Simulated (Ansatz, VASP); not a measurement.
# One calculation of InSe8, two programs

```
In Se
1.0
     7.21007    0.00000    0.00000
    -3.60504    6.24411    0.00000
     0.00000    0.00000    4.74599
In Se
1 8
Direct
  0.00000 0.00000 0.50000
  0.35886 0.17943 0.14567
  0.33333 0.66667 0.43064
  0.82057 0.17943 0.14567
  0.82057 0.64114 0.14567
  0.17943 0.35886 0.85433
  0.17943 0.82057 0.85433
  0.66667 0.33333 0.56936
  0.64114 0.82057 0.85433
```

Alike in both runs: functional PBE; dispersion D3(BJ); k mesh 6 × 6 × 8; occupations gaussian, width 0.1 eV; no spin polarisation.

Ansatz relaxed the structure, and its values are those at the end. VASP's run is a single point on that final structure, the one shown.

|  | VASP | Ansatz |
| --- | --- | --- |
| version | VASP 6.6.1 | Ansatz 0.2.0 |
| potentials or method | VASP PAW PBE potentials, release 64 (In_d, Se), cutoff 520 eV | scalar-relativistic, plane waves, PAW |
| valence electrons in the cell | 61 | 141 |

Ansatz gave:

- gap on the k mesh at the Fermi level (eV): none
- pressure (GPa): 0.0
- rms of the force components (eV/Å): 0.002

Problem. Estimate VASP's values.

Solution. gap on the k mesh at the Fermi level (eV): none; pressure (GPa): 0.0; rms of the force components (eV/Å): 0.004.

A gap of «none» marks a metal or a gap that the smearing closes. VASP's potentials hold 61 valence electrons a cell and Ansatz's 141, so a difference there can come from the potentials and not from the codes.
